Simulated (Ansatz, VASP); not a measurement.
# Two plane-wave programs on TiTe2

File POSCAR:

```
TiTe2
1.0
    3.7770000000      0.0000000000      0.0000000000
   -1.8885000000      3.2709779501      0.0000000000
    0.0000000000      0.0000000000      6.4980000000
Te Ti
2 1
Direct
    0.3333333333      0.6666666667      0.7372000000
    0.6666666667      0.3333333333      0.2628000000
    0.0000000000      0.0000000000      0.0000000000
```

File INCAR.step1:

```
SYSTEM = TiTe2
PREC = Accurate
ENCUT = 520
EDIFF = 1E-5
ISMEAR = -1
SIGMA = 0.05
LREAL = .FALSE.
LASPH = .TRUE.
NELM = 80
ALGO = Normal
ISIF = 2
LWAVE = .TRUE.
LCHARG = .FALSE.
NBANDS = 19
GGA = PE
```

Contents of INCAR.step2:

```
SYSTEM = TiTe2
PREC = Accurate
ENCUT = 520
EDIFF = 1E-7
ISMEAR = -1
SIGMA = 0.05
LREAL = .FALSE.
LASPH = .TRUE.
NELM = 80
ALGO = Normal
ISIF = 2
LWAVE = .FALSE.
LCHARG = .FALSE.
GGA = PE
LHFCALC = .TRUE.
HFSCREEN = 0.2079
PRECFOCK = Normal
NBANDS = 19
ISTART = 1
```

The input KPOINTS:

```
regular mesh
0
G
  4 4 2
  0 0 0
```

The input input.yaml:

```yaml
crystal:
  lattice:
    - [3.777, 0.0, 0.0]
    - [-1.8885, 3.2709779501, 0.0]
    - [0.0, 0.0, 6.498]
  atoms:
    - { symbol: Te, position: [0.3333333333, 0.6666666667, 0.7372] }
    - { symbol: Te, position: [0.6666666667, 0.3333333333, 0.2628] }
    - { symbol: Ti, position: [0.0, 0.0, 0.0] }
hamiltonian:
  xc: hse06
  pseudopotentials: { kind: paw }
kpoints:
  mp_grid: { grid: [4, 4, 2] }
  band_path:
    path:
      - [[0.0, 0.0, 0.0], [0.5, 0.0, 0.0], [0.3333333333, 0.3333333333, 0.0], [0.0, 0.0, 0.0], [0.0, 0.0, 0.5], [0.5, 0.0, 0.5], [0.3333333333, 0.3333333333, 0.5], [0.0, 0.0, 0.5]]
      - [[0.5, 0.0, 0.5], [0.5, 0.0, 0.0]]
      - [[0.3333333333, 0.3333333333, 0.0], [0.3333333333, 0.3333333333, 0.5]]
    npoints: 4
scf:
  occupations: { method: fermi_dirac, width: 0.05 }
  n_extra_bands: 7
output:
  forces: true
  stress: true
  eigenvalues: true
  fatbands: false
```

Alike in both runs: functional HSE06; k mesh 4 × 4 × 2; occupations fermi-dirac, width 0.05 eV; no spin polarisation.

|  | VASP | Ansatz |
| --- | --- | --- |
| version | VASP 6.6.1 | Ansatz 0.2.0 |
| potentials or method | VASP PAW PBE potentials, release 64 (Te, Ti_sv) | Ansatz PAW |
| plane-wave cutoff (eV) | 520 | 420 |
| valence electrons in the cell | 24 | 44 |
| task | single point | band structure |

```csv
,VASP,Ansatz,Ansatz less VASP
gap on the k mesh at the Fermi level (eV),none,none,-
pressure (GPa),-0.8,-0.6,+0.27
"traceless stress, the component that is largest in VASP (GPa)",0.28,0.26,-0.022
rms of the force components (eV/Å),0.132,0.128,-0.0042
```

Atom by atom the forces differ by 0.004 eV/Å (rms over components). A gap of «none» marks a metal or a gap that the smearing closes. VASP's potentials hold 24 valence electrons a cell and Ansatz's 44, so a difference there can come from the potentials and not from the codes.

The k mesh is coarse, so the values compare programs but aren't converged. Spin-orbit coupling is off throughout.
